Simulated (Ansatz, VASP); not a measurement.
# Li3ClO: VASP beside Ansatz

```
Li Cl O
1.0
     4.38718    0.00000    0.00000
     0.00000    4.38718    0.00000
     0.00000    0.00000    3.10174
Li Cl O
3 1 1
Direct
  0.00000 0.50000 0.50000
  0.50000 0.00000 0.50000
  0.50000 0.50000 0.00000
  0.00000 0.00000 0.00000
  0.50000 0.50000 0.50000
```

Alike in both runs: task single point; functional LDA; k mesh 6 × 6 × 6; occupations gaussian, width 0.05 eV; no spin polarisation.

|  | VASP | Ansatz |
| --- | --- | --- |
| version | VASP 6.6.1 | Ansatz 0.2.0 |
| potentials or method | VASP PAW LDA potentials, release 64 (Li_sv, Cl, O), cutoff 520 eV | scalar-relativistic, plane waves, PAW |
| valence electrons in the cell | 22 | 22 |

Ansatz gave:

* gap on the k mesh at the Fermi level (eV): 3.62
* least direct gap on the mesh (eV): 3.69

Q: Which values does VASP return?

A: gap on the k mesh at the Fermi level (eV): 3.63; least direct gap on the mesh (eV): 3.68.

LDA's correlation is that of Perdew and Zunger in VASP and of Perdew and Wang (1992) in Ansatz.

Noted on VASP's run: the cutoff is short for stress, so the pressure is rough.
